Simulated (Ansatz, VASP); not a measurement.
# CaSe: VASP beside Ansatz

```xyz
14
Lattice="4.1509 0.0000 0.0000 -2.0755 3.5948 0.0000 0.0000 0.0000 25.0371" Properties=species:S:1:pos:R:3 pbc="T T T"
Ca    0.0000    0.0000    0.0000
Ca    0.0000    2.3965    3.5619
Ca    0.0000    0.0000    7.2183
Ca    0.0000    2.3965   10.7818
Ca    2.0755    1.1983   14.2553
Ca    0.0000    0.0000   17.8188
Ca    2.0755    1.1983   21.4752
Se    2.0755    1.1983    1.7407
Se    2.0755    1.1983    5.3899
Se    2.0755    1.1983    9.0394
Se    0.0000    0.0000   12.5186
Se    0.0000    2.3965   15.9978
Se    0.0000    2.3965   19.6472
Se    0.0000    2.3965   23.2964
```

Alike in both runs: functional PBE; k mesh 9 × 9 × 2; occupations gaussian, width 0.02 eV; no spin polarisation.

Ansatz relaxed the structure, and its values are those at the end. VASP's run is a single point on that final structure, the one shown.

|  | VASP | Ansatz |
| --- | --- | --- |
| version | VASP 6.6.1 | Ansatz 0.2.0 |
| potentials or method | VASP PAW PBE potentials, release 64 (Ca_sv, Se), cutoff 520 eV | scalar-relativistic, plane waves, PAW |
| valence electrons in the cell | 112 | 182 |

VASP gave:

- gap on the k mesh at the Fermi level (eV): 1.86
- least direct gap on the mesh (eV): 2.34
- pressure (GPa): 0.2

Which values does Ansatz return?

gap on the k mesh at the Fermi level (eV): 1.87; least direct gap on the mesh (eV): 2.34; pressure (GPa): 0.0.

The functional is the same, so the differences come from potentials, cutoffs and numerics. VASP's potentials hold 112 valence electrons a cell and Ansatz's 182, so a difference there can come from the potentials and not from the codes.
